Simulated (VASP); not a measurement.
Wanted: the native input for a VASP 6.6.1 run.

- Task: single point
- Functional: LDA
- Potentials or basis: VASP PAW LDA potentials, release 64 (Li_sv, F)
- Cutoff: 520 eV
- k mesh: 7 × 7 × 7
- Occupations: gaussian, width 0.01 eV
- Spin: no spin polarisation
- Dipole correction: no
- Further INCAR settings: ALGO = Normal; EDIFF = 1e-06; NBANDS = 12

The structure of LiF lies in POSCAR:

```
LiF
1.0
    2.5595330000      0.0000000000      0.0000000000
    0.0000000000      2.5595330000      0.0000000000
    0.0000000000      0.0000000000      2.5595330000
Li F
1 1
Direct
    0.0000000000      0.0000000000      0.0000000000
    0.5000000000      0.5000000000      0.5000000000
```

One way to write it, as run:

INCAR

```
SYSTEM = LiF
  PREC = Accurate
  ENCUT = 520
  EDIFF = 1E-6
  ISMEAR = 0
  SIGMA = 0.01
  LREAL = .False.
  LASPH = .True.
  NELM = 80
  ALGO = Normal
  ISIF = 2
  LWAVE = .False.
  LCHARG = .False.
  NBANDS = 12
```

KPOINTS

```
regular mesh
0
Gamma
  7 7 7
  0 0 0
```

Potentials or basis: VASP PAW LDA potentials, release 64 (Li_sv, F).

Command:

```bash
$ cat potpaw_LDA.64/Li_sv/POTCAR potpaw_LDA.64/F/POTCAR > POTCAR
$ mpirun -np 1 vasp_std > vasp.out
```

Results of the run:

The band gap on the k mesh is 7.33 eV, indirect (least direct gap 7.99 eV).

It took 3.4 s on 1 thread of AMD EPYC 7R43 64-Core Processor (Zen 3), on a shared host, peak memory 0.07 GiB.
